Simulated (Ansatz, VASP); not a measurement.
**P: VASP beside Ansatz**

```
P
1.0
     1.64774   -5.46504    0.00000
     1.64774    5.46504    0.00000
     0.00000    0.00000    4.54364
P
4
Direct
  0.40414 0.59586 0.91118
  0.59586 0.40414 0.08882
  0.09586 0.90414 0.41118
  0.90414 0.09586 0.58882
```

Alike in both runs: task relaxation of cell and atoms; functional PBE; dispersion D3(BJ); k mesh 12 × 12 × 8; occupations gaussian, width 0.01 eV; no spin polarisation.

|  | VASP | Ansatz |
| --- | --- | --- |
| version | VASP 6.6.1 | Ansatz 0.2.0 |
| potentials or method | VASP PAW PBE potentials, release 64 (P), cutoff 600 eV | scalar-relativistic, plane waves, PAW |
| valence electrons in the cell | 20 | 20 |

Ansatz gave:

| Property | Result |
| --- | --- |
| gap on the k mesh at the Fermi level, each at its own relaxed structure (eV) | none |
| relaxed volume (Å³/atom) | 17.62 |
| relaxed length of the cell vector where the two differ most in proportion (Å) | 4.163 |

**Question.** What did VASP give for the same quantities?

**Answer.** gap on the k mesh at the Fermi level, each at its own relaxed structure (eV): none; relaxed volume (Å³/atom): 17.68; relaxed length of the cell vector where the two differ most in proportion (Å): 4.184.

A gap of «none» marks a metal or a gap that the smearing closes.
